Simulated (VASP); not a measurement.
A run of VASP 6.6.1:

The input INCAR:

```
PREC     = Accurate       # precision mode
ENCUT    = 520            # plane-wave cutoff, eV
EDIFF    = 1E-6           # SCF threshold, eV
ISMEAR   = 0              # smearing method
SIGMA    = 0.1            # smearing width, eV
LREAL    = False          # projectors in reciprocal space
LASPH    = True           # aspherical terms in the spheres
NELM     = 100            # most SCF steps
ALGO     = Normal         # electronic algorithm
ISIF     = 2              # what is computed and relaxed
LWAVE    = False          # write WAVECAR
LCHARG   = False          # write CHGCAR
GGA      = PE             # functional
NBANDS   = 34             # bands
```

KPOINTS

```
Automatic mesh
0
Gamma
  10 10 10
```

POSCAR

```
ZnC3
1.0
    0.0000000000      3.4049907393      3.4049907393
    3.4049907393      0.0000000000      3.4049907393
    3.4049907393      3.4049907393      0.0000000000
Zn C
2 6
Direct
    0.5000000000      0.5000000000      0.5000000000
    0.7500000000      0.7500000000      0.7500000000
    0.1250000000      0.1250000000      0.1250000000
    0.1250000000      0.1250000000      0.6250000000
    0.1250000000      0.6250000000      0.1250000000
    0.6250000000      0.1250000000      0.1250000000
    0.2500000000      0.2500000000      0.2500000000
    0.0000000000      0.0000000000      0.0000000000
```

Potentials or basis: VASP PAW PBE potentials, release 64 (Zn, C).

Launch:

```bash
$ cat potpaw_PBE.64/Zn/POTCAR potpaw_PBE.64/C/POTCAR > POTCAR
$ mpirun -np 1 vasp_std > vasp.out
```

Hardware: 1 thread of Intel(R) Xeon(R) Platinum 8259CL CPU @ 2.50GHz (Skylake/Cascade Lake), with other jobs on the host.

**Question.** Estimate the wall time of this run.

**Answer.** It took 2.9 min on 1 thread of Intel(R) Xeon(R) Platinum 8259CL CPU @ 2.50GHz (Skylake/Cascade Lake), on a shared host, peak memory 0.25 GiB. Counts: scf iterations 13, k points 47.
